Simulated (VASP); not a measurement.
# Si (Amm2) in VASP: single point with PBEsol

Aim: the single point of Si with PBEsol.

Everything below comes from runs of VASP 6.6.1. Logs are shortened: lines on timing, memory, paths and dates and some standing lists are left out, and cuts for length are marked.

## 1. The cell of the first run

Symmetry: Amm2, No. 38, orthorhombic system. The conventional cell has a = 9.397 Å, b = 9.397 Å, c = 3.837 Å, α = 90.00°, β = 90.00°, γ = 90.00°. Si (site symmetry m) has 4 Si at 2.29 to 2.39 Å within 3.0 Å. Within 3.0 Å of Si (site symmetry m) lie 4 Si at 2.29 to 2.42 Å. Within 3.1 Å of Si (site symmetry m) lie 4 Si at 2.34 to 2.38 Å. Si (site symmetry m) has 4 Si at 2.34 to 2.42 Å within 3.1 Å.

## 2. Single point, PBEsol (atoms displaced along several vibrational modes)

The input, INCAR:

```
PREC     = Accurate       # precision mode
ENCUT    = 520            # plane-wave cutoff, eV
EDIFF    = 1E-6           # SCF threshold, eV
ISMEAR   = 0              # smearing method
SIGMA    = 0.03           # smearing width, eV
LREAL    = False          # projectors in reciprocal space
LASPH    = True           # aspherical terms in the spheres
NELM     = 60             # most SCF steps
ALGO     = Normal         # electronic algorithm
ISIF     = 2              # what is computed and relaxed
LWAVE    = False          # write WAVECAR
LCHARG   = False          # write CHGCAR
GGA      = PS             # functional
NBANDS   = 26             # bands
```

The input, KPOINTS:

```
Automatic mesh
0
Gamma
  10 10 4
```

The input, POSCAR:

```
Si
1.0
    0.0000000000      0.0000000000      3.8373624245
    3.3221878745     -3.3221878745     -1.9186812122
    6.6443757490      6.6443757490      0.0000000000
Si
8
Direct
   -0.0221184437      0.0000000000      0.1787304307
    0.4926190148      0.0000000000      0.6787304307
    0.4926190148      0.0000000000      0.3212695693
   -0.0221184437      0.0000000000      0.8212695693
    0.7438726578      0.6425391386      0.0000000000
    0.4281659097      0.6425391386      0.5000000000
    0.1013335192      0.3574608614      0.0000000000
    0.7856267711      0.3574608614      0.5000000000
```

Potentials or basis: VASP PAW PBE potentials, release 64 (Si).

Started as:

```
$ cat potpaw_PBE.64/Si/POTCAR > POTCAR
$ mpirun -np 1 vasp_std > vasp.out
```

OUTCAR:

```text
PREC = Accurate
   ENCUT = 520
   EDIFF = 1E-6
   ISMEAR = 0
   LREAL = False
   LASPH = True
   NELM = 60
   ISIF = 2
   GGA = PS

 ion  position               nearest neighbor table
   1  0.978  0.000  0.179-   3 2.29   7 2.38   5 2.38   3 2.39
   2  0.493  0.000  0.679-   4 2.29   4 2.39   6 2.42   8 2.42
   3  0.493  0.000  0.321-   1 2.29   1 2.39   6 2.42   8 2.42
   4  0.978  0.000  0.821-   2 2.29   7 2.38   5 2.38   2 2.39
   5  0.744  0.643  0.000-   7 2.34   7 2.34   1 2.38   4 2.38
   6  0.428  0.643  0.500-   8 2.34   8 2.34   2 2.42   3 2.42
   7  0.101  0.357  0.000-   5 2.34   5 2.34   4 2.38   1 2.38
   8  0.786  0.357  0.500-   6 2.34   6 2.34   3 2.42   2 2.42

  LATTYP: Found a base centered orthorhombic cell.
 ALAT       =     3.8373624245
 B/A-ratio  =     2.4487044116
 C/A-ratio  =     2.4487044116

  Lattice vectors:

 A1 = (  -3.3221878745,   3.3221878745,   1.9186812122)
 A2 = (   3.3221878745,  -3.3221878745,   1.9186812123)
 A3 = (   6.6443757490,   6.6443757490,   0.0000000000)

Analysis of symmetry for initial positions (statically):
=====================================================================
 Subroutine PRICEL returns:
 Original cell was already a primitive cell.

 Routine SETGRP: Setting up the symmetry group for a
 base centered orthorhombic supercell.

 Subroutine GETGRP returns: Found  4 space group operations
 (whereof  4 operations were pure point group operations)
 out of a pool of  8 trial point group operations.

The static configuration has the point symmetry C_2v.

Analysis of symmetry for dynamics (positions and initial velocities):
=====================================================================
 Subroutine PRICEL returns:
 Original cell was already a primitive cell.

 Routine SETGRP: Setting up the symmetry group for a
 base centered orthorhombic supercell.

 Subroutine GETGRP returns: Found  4 space group operations
 (whereof  4 operations were pure point group operations)
 out of a pool of  8 trial point group operations.

The dynamic configuration has the point symmetry C_2v.

 Subroutine INISYM returns: Found  4 space group operations
 (whereof  4 operations are pure point group operations),
 and found     1 'primitive' translations

----------------------------------------------------------------------------------------

                                     Primitive cell

  volume of cell :     169.4108

  direct lattice vectors                    reciprocal lattice vectors
     0.000000000  0.000000000  3.837362425     0.075251614 -0.075251614  0.260595662
     3.322187874 -3.322187874 -1.918681212     0.150503228 -0.150503228  0.000000000
     6.644375749  6.644375749  0.000000000     0.075251614  0.075251614  0.000000000

  length of vectors
     3.837362425  5.074958339  9.396566298     0.281488383  0.212843707  0.106421853

  position of ions in fractional coordinates (direct lattice)
     0.977881556  0.000000000  0.178730431
     0.492619015  0.000000000  0.678730431
     0.492619015  0.000000000  0.321269569
     0.977881556  0.000000000  0.821269569
     0.743872658  0.642539139  0.000000000
     0.428165910  0.642539139  0.500000000
     0.101333519  0.357460861  0.000000000
     0.785626771  0.357460861  0.500000000

  ion indices of the primitive-cell ions
   primitive index   ion index
                 1           1
                 2           2
                 3           3
                 4           4
                 5           5
                 6           6
                 7           7
                 8           8

----------------------------------------------------------------------------------------

 KPOINTS: Automatic mesh

Automatic generation of k-mesh.
 Grid dimensions read from file:
 generate k-points for:   10   10    4

 Generating k-lattice:

  Cartesian coordinates                     Fractional coordinates (reciprocal lattice)
     0.007525161 -0.007525161  0.026059566     0.100000000  0.000000000  0.000000000
     0.015050323 -0.015050323  0.000000000     0.000000000  0.100000000  0.000000000
     0.018812904  0.018812904  0.000000000     0.000000000  0.000000000  0.250000000

  Length of vectors
     0.028148838  0.021284371  0.026605463

  Shift w.r.t. Gamma in fractional coordinates (k-lattice)
     0.000000000  0.000000000  0.000000000

 Subroutine IBZKPT returns following result:
 ===========================================

 Found     93 irreducible k-points:

 Following reciprocal coordinates:
            Coordinates               Weight
  0.000000  0.000000  0.000000      1.000000
  0.100000  0.000000  0.000000      4.000000
  0.200000  0.000000  0.000000      4.000000
  0.300000  0.000000  0.000000      4.000000
  0.400000  0.000000  0.000000      4.000000
  0.500000  0.000000  0.000000      2.000000
[... 16 lines left out ...]
  0.000000  0.300000  0.000000      2.000000
  0.100000  0.300000  0.000000      4.000000
 [... further k-points ...]
   k-points           NKPTS =     93   k-points in BZ     NKDIM =     93   number of bands    NBANDS=     26
   number of dos      NEDOS =    301   number of ions     NIONS =      8
   total plane-waves  NPLWV =  84000
   dimension x,y,z NGX =    30 NGY =   40 NGZ =   70
   dimension x,y,z NGXF=    60 NGYF=   80 NGZF=  140
   ions per type =               8
   NGX,Y,Z   is equivalent  to a cutoff of  13.00, 13.10, 12.38 a.u.
   NGXF,Y,Z  is equivalent  to a cutoff of  25.99, 26.21, 24.77 a.u.
 SYSTEM =  unknown system
   PREC   = accura    normal or accurate (medium, high low for compatibility)
   ISTART =      0    job   : 0-new  1-cont  2-samecut
   ICHARG =      2    charge: 1-file 2-atom 10-const
   ISPIN  =      1    spin polarized calculation?
   LNONCOLLINEAR =      F non collinear calculations
   LSORBIT =      F    spin-orbit coupling
   LASPH  =      T    aspherical Exc in radial PAW
   ENCUT  =  520.0 eV  38.22 Ry    6.18 a.u.   7.13  9.44 17.47*2*pi/ulx,y,z
   NELM   =     60;   NELMIN=  2; NELMDL= -5     # of ELM steps
   EDIFF  = 0.1E-05   stopping-criterion for ELM
   LREAL  =      F    real-space projection
   EDIFFG = 0.1E-04   stopping-criterion for IOM
   NSW    =      0    number of steps for IOM
   IBRION =     -1    ionic relax: 0-MD 1-quasi-New 2-CG
   NFREE  =      0    steps in history (QN), initial steepest desc. (CG)
   ISIF   =      2    stress and relaxation
   ISYM   =      2    0-nonsym 1-usesym 2-fastsym
   POTIM  = 0.5000    time-step for ionic-motion
   TEBEG  =    0.0;   TEEND  =   0.0 temperature during run
   PSTRESS=    0.0 pullay stress
   NELECT =      32.0000    total number of electrons
   NUPDOWN=      -1.0000    fix difference up-down
   EMIN   =  10.00;   EMAX   =-10.00  energy-range for DOS
   EFERMI =   0.00;   METHOD = LEGACY
   ISMEAR =     0;   SIGMA  =   0.03  broadening in eV -4-tet -1-fermi 0-gaus
   EFERMI_NEDOS =   21; number of points for ismear=-14 and -15
   IALGO  =     38    algorithm
   IMIX   =      4    mixing-type and parameters
     AMIX     =   0.40;   BMIX     =  1.00
     AMIX_MAG =   1.60;   BMIX_MAG =  1.00
  volume/ion in A,a.u.               =      21.18       142.91
  Fermi-wavevector in a.u.,A,eV,Ry     =   0.939315  1.775047 12.004584  0.882312
  Thomas-Fermi vector in A             =   2.066614
   LORBIT       =      0    0 simple, 1 ext, 2 COOP (PROOUT), +10 PAW based schemes
   GGA     = PS    functional components
   LHFCALC =     F    Hartree Fock is set to
   AEXX    =    0.0000 exact exchange contribution
   IVDW    =     0    specifies the selected vdW correction
   LEPSILON=     F    determine dielectric tensor
   LRPA    =     F    only Hartree local field effects (RPA)
 non-spin polarized calculation
 Gauss-broadening in eV      SIGMA  =   0.03
  energy-cutoff  :      520.00
  volume of cell :      169.41
 maximum number of plane-waves:      4613
 NGX is ok and might be reduce to    30
   NGX = 15   NGY = 19   NGZ = 35

 number of electron      32.0000001 magnetization

 Free energy of the ion-electron system (eV)
  ---------------------------------------------------
  ext. energy  EPLUGINS =         0.00000000
  ---------------------------------------------------
  free energy    TOTEN  =       -44.67246566 eV

  energy without entropy =      -44.67222506  energy(sigma->0) =      -44.67234536

 E-fermi :   5.4224     XC(G=0):  -9.2778

 val. band max:        5.4212793631   @ k =   0.0000   0.5000   0.2500
 cond. band min:       5.4768955557   @ k =   0.1000   0.4000   0.0000
 fundamental gap:      0.0556161925
 Fermi energy:         5.4223878984

 k-point     1 :       0.0000    0.0000    0.0000
  band No.  band energies     occupation
      1      -6.6323      2.00000
      2      -5.6043      2.00000
      3      -4.7061      2.00000
      4      -2.4164      2.00000
      5      -0.0972      2.00000
      6      -0.0778      2.00000
[... 18 lines left out ...]
     25       8.3911      0.00000
     26       9.4229      0.00000

 k-point     2 :       0.1000    0.0000    0.0000
  band No.  band energies     occupation
      1      -6.5339      2.00000
      2      -5.5136      2.00000
      3      -4.6087      2.00000
      4      -2.3836      2.00000
      5      -0.2645      2.00000
      6      -0.0912      2.00000
[... 18 lines left out ...]
     25       8.6904      0.00000
     26       9.0106      0.00000

 k-point     3 :       0.2000    0.0000    0.0000
  band No.  band energies     occupation
      1      -6.2433      2.00000
      2      -5.2507      2.00000
      3      -4.3187      2.00000
      4      -2.2866      2.00000
      5      -0.8826      2.00000
      6      -0.1908      2.00000
[... 572 lines left out ...]
 k-point    23 :       0.0000    0.3000    0.0000
  band No.  band energies     occupation
      1      -6.1492      2.00000
      2      -5.0806      2.00000
      3      -4.5350      2.00000
      4      -3.8239      2.00000
      5      -2.5575      2.00000
      6       0.0342      2.00000
[... 18 lines left out ...]
     25       9.5850      0.00000
     26       9.6878      0.00000

 k-point    24 :       0.1000    0.3000    0.0000
  band No.  band energies     occupation
      1      -5.9079      2.00000
      2      -4.8246      2.00000
      3      -4.4041      2.00000
      4      -4.0436      2.00000
      5      -2.9132      2.00000
      6       0.0461      2.00000
[... 18 lines left out ...]
     25       9.6773      0.00000
     26       9.9777      0.00000

 [... further k-points ...]

------------------------ aborting loop because EDIFF is reached ----------------------------------------

  FORCE on cell =-STRESS in cart. coord.  units (eV):
  Direction    XX          YY          ZZ          XY          YZ          ZX
  --------------------------------------------------------------------------------------
  -------------------------------------------------------------------------------------
  Total       -0.9561564     -0.9561564     -0.6699210      0.1424884      0.0000000     -0.0000000
  in kB       -9.0427041     -9.0427041     -6.3356766      1.3475626      0.0000000     -0.0000000
  external PRESSURE =      -8.1403616 kB  Pullay stress =       0.0000000 kB

 VOLUME and BASIS-vectors are now :
 -----------------------------------------------------------------------------
  energy-cutoff  :      520.00
  volume of cell :      169.41
      direct lattice vectors                 reciprocal lattice vectors
     0.000000000  0.000000000  3.837362425     0.075251614 -0.075251614  0.260595662
     3.322187874 -3.322187874 -1.918681212     0.150503228 -0.150503228  0.000000000
     6.644375749  6.644375749  0.000000000     0.075251614  0.075251614  0.000000000

 POSITION                                       TOTAL-FORCE (eV/Angst)
 -----------------------------------------------------------------------------------
      1.18755      1.18755      3.75249        -0.129230     -0.129230      0.183209
      4.50974      4.50974      1.89036        -0.286893     -0.286893      0.096540
      2.13464      2.13464      1.89036         0.286893      0.286893      0.096540
      5.45682      5.45682      3.75249         0.129230      0.129230      0.183209
      2.13464     -2.13464      1.62168         0.058441     -0.058441      0.409442
      5.45682      1.18755      0.41020         0.250209     -0.250209     -0.689192
      1.18755     -1.18755     -0.29700        -0.058441      0.058441      0.409442
      4.50974      2.13464      2.32888        -0.250209      0.250209     -0.689192
 -----------------------------------------------------------------------------------
    total drift:                               -0.000000      0.000000      0.000064

  FREE ENERGIE OF THE ION-ELECTRON SYSTEM (eV)
  ---------------------------------------------------
  free  energy   TOTEN  =       -44.6724656550 eV

  energy  without entropy=      -44.6722250628  energy(sigma->0) =      -44.67234536
```

Run time: 4.8 min. Hardware: 1 thread of AMD EPYC 7R13 (Zen 3), shared host; peak memory 0.42 GiB.

What came out:

```yaml
Free_energy: -44.6725 eV
Pressure: -0.8 GPa
Largest_force: 0.775 eV/Å
Band_gap_on_the_k_mesh: zero (bands 16 and 17 overlap by 0.37 eV)
```

Forces on the atoms (eV/Å):
```
Si  -0.129 -0.129  0.183
Si  -0.287 -0.287  0.097
Si   0.287  0.287  0.097
Si   0.129  0.129  0.183
Si   0.058 -0.058  0.409
Si   0.250 -0.250 -0.689
Si  -0.058  0.058  0.409
Si  -0.250  0.250 -0.689
```

Levels at points of the mesh, in eV from the Fermi level:
```
           k point  band 12  band 13  band 14  band 15  band 16  band 17  band 18  band 19  band 20  band 21
(0.00, 0.00, 0.00)    -1.93    -1.59    -1.51    -1.42    -0.38     0.91     1.49     1.49     1.92     2.00
(0.50, 0.00, 0.00)    -2.62    -2.51    -2.36    -2.26    -1.85     1.06     1.53     1.71     1.99     2.34
(0.00, 0.50, 0.00)    -1.88    -1.65    -0.56     0.14     0.22     0.52     1.76     1.78     1.97     2.67
(0.00, 0.00, 0.50)    -1.77    -1.71    -1.69    -1.54    -1.52     0.71     0.72     1.56     1.72     1.93
(0.50, 0.00, 0.50)    -3.43    -2.33    -2.24    -1.34    -1.33     0.66     0.68     1.92     2.00     3.07
(0.00, 0.50, 0.50)    -2.00    -1.09    -0.83    -0.50    -0.42     0.82     1.04     2.60     2.70     2.73
```

Caveat: the cell differs from its parent crystal (atoms displaced along several vibrational modes); semilocal functionals underestimate gaps, and a narrow one can read as zero; the PAW data sets were made with another functional, which shifts forces and pressure a little.

The gap in the log of VASP goes by the Fermi energy; the results here count the filled bands.